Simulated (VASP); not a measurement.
# Be (P6_3/mmc) in VASP: a series of runs

Be is run at these levels: PBE; tasks: single point, relaxation of cell and atoms.

Program: VASP 6.6.1. These are calculated values, not measurements. Logs are shortened: lines on timing, memory, paths and dates and some standing lists are left out, and cuts for length are marked.

### Step 1. The cell of the first run

It takes space group P6_3/mmc (No. 194, hexagonal). The conventional cell has a = 2.116 Å, b = 2.116 Å, c = 25.404 Å, α = 90.00°, β = 90.00°, γ = 120.00°. Within 1.6 Å of Be (site symmetry 3m) lie 3 Be at 1.22 Å. Within 1.6 Å of Be (site symmetry 3m) lie 3 Be at 1.22 Å. Within 1.6 Å of Be (site symmetry -6m2) lie 3 Be at 1.22 Å. Within 1.6 Å of Be (site symmetry -6m2) lie 3 Be at 1.22 Å.

### Step 2. Single point, PBE

The input, INCAR:

```
SYSTEM = Be
ALGO = Normal
EDIFF = 1E-6
ENCUT = 520
GGA = PE
ISIF = 2
ISMEAR = 0
LASPH = .True.
LCHARG = .False.
LREAL = .False.
LWAVE = .False.
NBANDS = 24
NELM = 100
PREC = Accurate
SIGMA = 0.1
```

The input, KPOINTS:

```
k-points
0
Gamma
  12 12 1
  0 0 0
```

The input, POSCAR:

```
Be
1.0
    2.1157565700      0.0000000000      0.0000000000
   -1.0578782800      1.8322989400      0.0000000000
    0.0000000000      0.0000000000     25.4036180900
Be
12
Direct
    0.6666666700      0.3333333300      0.6327907200
    0.6666666700      0.3333333300      0.1327908400
    0.6666666700      0.3333333300      0.3672091600
    0.6666666700      0.3333333300      0.8672092800
    0.0000000000      0.0000000000      0.2500000000
    0.3333333300      0.6666666700      0.8672091600
    0.0000000000      0.0000000000      0.7500000000
    0.6666666700      0.3333333300      0.2500000000
    0.3333333300      0.6666666700      0.3672092800
    0.3333333300      0.6666666700      0.7500000000
    0.3333333300      0.6666666700      0.1327907200
    0.3333333300      0.6666666700      0.6327908400
```

Potentials or basis: VASP PAW PBE potentials, release 64 (Be).

Started as:

```bash
$ cat potpaw_PBE.64/Be/POTCAR > POTCAR
$ mpirun -np 1 vasp_std > vasp.out
```

OUTCAR:

```text
SYSTEM = Be
   EDIFF = 1E-6
   ENCUT = 520
   GGA = PE
   ISIF = 2
   ISMEAR = 0
   LASPH = .True.
   LREAL = .False.
   NELM = 100
   PREC = Accurate

 ion  position               nearest neighbor table
   1  0.667  0.333  0.633-  12 1.22  12 1.22  12 1.22
   2  0.667  0.333  0.133-  11 1.22  11 1.22  11 1.22
   3  0.667  0.333  0.367-   9 1.22   9 1.22   9 1.22
   4  0.667  0.333  0.867-   6 1.22   6 1.22   6 1.22
   5  0.000  0.000  0.250-   8 1.22   8 1.22   8 1.22
   6  0.333  0.667  0.867-   4 1.22   4 1.22   4 1.22
   7  0.000  0.000  0.750-  10 1.22  10 1.22  10 1.22
   8  0.667  0.333  0.250-   5 1.22   5 1.22   5 1.22
   9  0.333  0.667  0.367-   3 1.22   3 1.22   3 1.22
  10  0.333  0.667  0.750-   7 1.22   7 1.22   7 1.22
  11  0.333  0.667  0.133-   2 1.22   2 1.22   2 1.22
  12  0.333  0.667  0.633-   1 1.22   1 1.22   1 1.22

  LATTYP: Found a hexagonal cell.
 ALAT       =     2.1157565700
 C/A-ratio  =    12.0068718917

  Lattice vectors:

 A1 = (   2.1157565700,   0.0000000000,   0.0000000000)
 A2 = (  -1.0578782800,   1.8322989400,   0.0000000000)
 A3 = (   0.0000000000,   0.0000000000,  25.4036180900)

Analysis of symmetry for initial positions (statically):
=====================================================================
 Subroutine PRICEL returns:
 Original cell was already a primitive cell.

 Routine SETGRP: Setting up the symmetry group for a
 hexagonal supercell.

 Subroutine GETGRP returns: Found 24 space group operations
 (whereof 12 operations were pure point group operations)
 out of a pool of 24 trial point group operations.

The static configuration has the point symmetry D_3d.
 The point group associated with its full space group is D_6h.

Analysis of symmetry for dynamics (positions and initial velocities):
=====================================================================
 Subroutine PRICEL returns:
 Original cell was already a primitive cell.

 Routine SETGRP: Setting up the symmetry group for a
 hexagonal supercell.

 Subroutine GETGRP returns: Found 24 space group operations
 (whereof 12 operations were pure point group operations)
 out of a pool of 24 trial point group operations.

The dynamic configuration has the point symmetry D_3d.
 The point group associated with its full space group is D_6h.

 Subroutine INISYM returns: Found 24 space group operations
[... 120 lines left out ...]
   TEBEG  =    0.0;   TEEND  =   0.0 temperature during run
   PSTRESS=    0.0 pullay stress
   NELECT =      24.0000    total number of electrons
   NUPDOWN=      -1.0000    fix difference up-down
   EMIN   =  10.00;   EMAX   =-10.00  energy-range for DOS
   EFERMI =   0.00;   METHOD = LEGACY
   ISMEAR =     0;   SIGMA  =   0.10  broadening in eV -4-tet -1-fermi 0-gaus
   EFERMI_NEDOS =   21; number of points for ismear=-14 and -15
   IALGO  =     38    algorithm
   IMIX   =      4    mixing-type and parameters
     AMIX     =   0.40;   BMIX     =  1.00
     AMIX_MAG =   1.60;   BMIX_MAG =  1.00
  volume/ion in A,a.u.               =       8.21        55.38
  Fermi-wavevector in a.u.,A,eV,Ry     =   1.022569  1.932376 14.226902  1.045648
  Thomas-Fermi vector in A             =   2.156256
   LORBIT       =      0    0 simple, 1 ext, 2 COOP (PROOUT), +10 PAW based schemes
   GGA     = PE    functional components
   LHFCALC =     F    Hartree Fock is set to
   AEXX    =    0.0000 exact exchange contribution
   IVDW    =     0    specifies the selected vdW correction
   LEPSILON=     F    determine dielectric tensor
   LRPA    =     F    only Hartree local field effects (RPA)
 non-spin polarized calculation
 Gauss-broadening in eV      SIGMA  =   0.10
  energy-cutoff  :      520.00
  volume of cell :       98.48
 maximum number of plane-waves:      2686
 NGX is ok and might be reduce to    16
   NGX =  7   NGY =  7   NGZ = 95

 number of electron      24.0000000 magnetization

 Free energy of the ion-electron system (eV)
  ---------------------------------------------------
  ext. energy  EPLUGINS =         0.00000000
  ---------------------------------------------------
  free energy    TOTEN  =        71.49208262 eV

  energy without entropy =       71.55278128  energy(sigma->0) =       71.52243195

 E-fermi :   5.1671     XC(G=0):  -8.6849

 val. band max:        5.1621734998   @ k =   0.3333   0.1667   0.0000
 cond. band min:       5.1687785060   @ k =   0.2500   0.2500   0.0000
 fundamental gap:      0.0066050062
 Fermi energy:         5.1670576704

 k-point     1 :       0.0000    0.0000    0.0000
  band No.  band energies     occupation
      1      -6.4935      2.00000
      2      -6.4935      2.00000
      3      -5.9089      2.00000
      4      -5.9085      2.00000
      5      -4.6148      2.00000
      6      -4.6120      2.00000
[... 502 lines left out ...]
     23       9.7487      0.00000
     24       9.7488      0.00000

------------------------ aborting loop because EDIFF is reached ----------------------------------------

  FORCE on cell =-STRESS in cart. coord.  units (eV):
  Direction    XX          YY          ZZ          XY          YZ          ZX
  --------------------------------------------------------------------------------------
  -------------------------------------------------------------------------------------
  Total      201.4536923    201.4536928     -2.7177115      0.0000005      0.0000000     -0.0000000
  in kB     3277.3906514   3277.3906591    -44.2136468      0.0000089      0.0000000     -0.0000000
  external PRESSURE =    2170.1892212 kB  Pullay stress =       0.0000000 kB

 VOLUME and BASIS-vectors are now :
 -----------------------------------------------------------------------------
  energy-cutoff  :      520.00
  volume of cell :       98.48
      direct lattice vectors                 reciprocal lattice vectors
     2.115756570  0.000000000  0.000000000     0.472644166  0.272881235  0.000000000
    -1.057878280  1.832298940  0.000000000     0.000000000  0.545762473  0.000000000
     0.000000000  0.000000000 25.403618090     0.000000000  0.000000000  0.039364471

 POSITION                                       TOTAL-FORCE (eV/Angst)
 -----------------------------------------------------------------------------------
      1.05788      0.61077     16.07517        -0.000000     -0.000000      0.173905
      1.05788      0.61077      3.37337         0.000000     -0.000000      0.053078
      1.05788      0.61077      9.32844        -0.000000     -0.000000     -0.053078
      1.05788      0.61077     22.03025        -0.000000     -0.000000     -0.173905
      0.00000      0.00000      6.35090         0.000000     -0.000000     -0.000000
     -0.00000      1.22153     22.03025         0.000000      0.000000     -0.053078
      0.00000      0.00000     19.05271         0.000000      0.000000      0.000000
      1.05788      0.61077      6.35090         0.000000     -0.000000      0.000000
     -0.00000      1.22153      9.32844         0.000000     -0.000000     -0.173905
     -0.00000      1.22153     19.05271         0.000000      0.000000      0.000000
     -0.00000      1.22153      3.37336        -0.000000      0.000000      0.173905
     -0.00000      1.22153     16.07518        -0.000000      0.000000      0.053078
 -----------------------------------------------------------------------------------
    total drift:                               -0.000000      0.000000      0.000000

  FREE ENERGIE OF THE ION-ELECTRON SYSTEM (eV)
  ---------------------------------------------------
  free  energy   TOTEN  =        71.4920826220 eV

  energy  without entropy=       71.5527812752  energy(sigma->0) =       71.52243195
```

OSZICAR:

```text
N       E                     dE             d eps       ncg     rms          rms(c)
DAV:   1     0.184566731696E+03    0.18457E+03   -0.10611E+04   912   0.854E+02
DAV:   2     0.641493661431E+02   -0.12042E+03   -0.11449E+03  1224   0.224E+02
DAV:   3     0.585340833303E+02   -0.56153E+01   -0.50620E+01  1200   0.369E+01
DAV:   4     0.583984544774E+02   -0.13563E+00   -0.13394E+00  1088   0.608E+00
DAV:   5     0.583936241042E+02   -0.48304E-02   -0.48259E-02  1224   0.926E-01    0.118E+01
DAV:   6     0.657791238603E+02    0.73855E+01   -0.31936E+01  1120   0.210E+01    0.922E+00
DAV:   7     0.675122219214E+02    0.17331E+01   -0.19199E+01  1176   0.136E+01    0.102E+01
DAV:   8     0.708973317017E+02    0.33851E+01   -0.41220E+01  1176   0.133E+01    0.346E+00
DAV:   9     0.713120179950E+02    0.41469E+00   -0.88426E-01  1056   0.407E+00    0.163E+00
DAV:  10     0.713642390222E+02    0.52221E-01   -0.72140E-01  1120   0.286E+00    0.151E+00
DAV:  11     0.714945499936E+02    0.13031E+00   -0.35064E-01  1152   0.182E+00    0.362E-01
DAV:  12     0.714760912128E+02   -0.18459E-01   -0.71899E-02  1160   0.903E-01    0.747E-01
DAV:  13     0.714925690429E+02    0.16478E-01   -0.19029E-01  1136   0.116E+00    0.335E-01
DAV:  14     0.714921825459E+02   -0.38650E-03   -0.11359E-02  1008   0.484E-01    0.842E-02
DAV:  15     0.714920675178E+02   -0.11503E-03   -0.14532E-03  1072   0.151E-01    0.213E-02
DAV:  16     0.714920788647E+02    0.11347E-04   -0.13664E-04  1064   0.593E-02    0.722E-03
DAV:  17     0.714920826867E+02    0.38220E-05   -0.17861E-05  1064   0.176E-02    0.466E-03
DAV:  18     0.714920826220E+02   -0.64702E-07   -0.21786E-06   824   0.708E-03
   1 F= 0.71492083E+02 E0= 0.71522432E+02  d E =-.606987E-01
```

It took 92 s on 1 thread of AMD EPYC 7R43 (Zen 3), shared host; peak memory 0.16 GiB.

What came out:

- Free energy: 71.4921 eV
- Pressure: 217.0 GPa
- Largest force: 0.174 eV/Å
- Band gap on the k mesh: zero (band 12 reaches 5.25 eV, above the bottom of band 13 at 4.96 eV)

Forces on the atoms (eV/Å):
```
Be   0.000  0.000  0.174
Be   0.000  0.000  0.053
Be   0.000  0.000 -0.053
Be   0.000  0.000 -0.174
Be   0.000  0.000  0.000
Be   0.000  0.000 -0.053
Be   0.000  0.000  0.000
Be   0.000  0.000  0.000
Be   0.000  0.000 -0.174
Be   0.000  0.000  0.000
Be   0.000  0.000  0.174
Be   0.000  0.000  0.053
```

Levels at points of the mesh, in eV from the Fermi level:
| k point | band 9 | band 10 | band 11 | band 12 | band 13 | band 14 | band 15 | band 16 |
| --- | --- | --- | --- | --- | --- | --- | --- | --- |
| (0.00, 0.00, 0.00) | -7.45 | -7.45 | -6.04 | -6.04 | 3.37 | 3.43 | 5.59 | 5.93 |
| (0.50, 0.00, 0.00) | -0.82 | -0.82 | -0.10 | -0.10 | 0.52 | 0.52 | 1.11 | 1.11 |

### Step 3. Single point, PBE

This run uses another cell than the first one, of 9.15 Å³/atom, 1.115 times its volume.

The input, INCAR:

```
PREC = Accurate
ENCUT = 520
EDIFF = 1E-7
ISMEAR = 0
SIGMA = 0.1
LREAL = False
LASPH = True
NELM = 60
ALGO = Fast
ISIF = 2
LWAVE = False
LCHARG = False
GGA = PE
NBANDS = 24
```

The input, KPOINTS:

```
regular mesh
0
Gamma
  12 12 1
```

The input, POSCAR:

```
Be
1.0
    3.4312417482     -0.0000000047      0.0000000000
   -1.7156208700      2.9715425228      0.0000000000
    0.0000000000      0.0000000000     10.7728066695
Be
12
Direct
    0.6666666667      0.3333333333      0.6541826352
    0.6666666667      0.3333333333      0.0531401141
    0.6666666667      0.3333333333      0.4468598859
    0.6666666667      0.3333333333      0.8458173648
    0.0000000000      0.0000000000      0.2500000000
    0.3333333333      0.6666666667      0.9468598859
    0.0000000000      0.0000000000      0.7500000000
    0.6666666667      0.3333333333      0.2500000000
    0.3333333333      0.6666666667      0.3458173648
    0.3333333333      0.6666666667      0.7500000000
    0.3333333333      0.6666666667      0.1541826352
    0.3333333333      0.6666666667      0.5531401141
```

Potentials or basis: VASP PAW PBE potentials, release 64 (Be).

Started as:

```bash
$ cat potpaw_PBE.64/Be/POTCAR > POTCAR
$ mpirun -np 1 vasp_std > vasp.out
```

It took 86 s on 1 thread of AMD EPYC 7R43 (Zen 3), shared host; peak memory 0.19 GiB.

It converged, with:

- Free energy: -42.6906 eV
- Pressure: 0.1 GPa
- Largest force: 0.009 eV/Å
- Band gap on the k mesh: zero (band 12 reaches 7.23 eV, above the bottom of band 13 at 2.94 eV)

Forces in eV/Å, atoms in the order of the input:
```
Be   0.000  0.000 -0.009
Be   0.000  0.000  0.000
Be   0.000  0.000  0.000
Be   0.000  0.000  0.009
Be   0.000  0.000  0.000
Be   0.000  0.000  0.000
Be   0.000  0.000  0.000
Be   0.000  0.000  0.000
Be   0.000  0.000  0.009
Be   0.000  0.000  0.000
Be   0.000  0.000 -0.009
Be   0.000  0.000  0.000
```

Levels at points of the mesh, in eV from the Fermi level:
| k point | band 8 | band 9 | band 10 | band 11 | band 12 | band 13 | band 14 | band 15 | band 16 | band 17 |
| --- | --- | --- | --- | --- | --- | --- | --- | --- | --- | --- |
| (0.00, 0.00, 0.00) | 1.29 | 1.29 | 1.96 | 1.96 | 2.25 | 2.25 | 2.32 | 2.32 | 3.26 | 3.26 |
| (0.50, 0.00, 0.00) | -2.58 | -2.49 | -2.26 | -2.01 | -1.89 | 0.87 | 2.50 | 2.68 | 3.19 | 3.37 |

Caveat: the k points lie up to 0.58 Å⁻¹ apart.

(Part 1 of 2 ends here.)
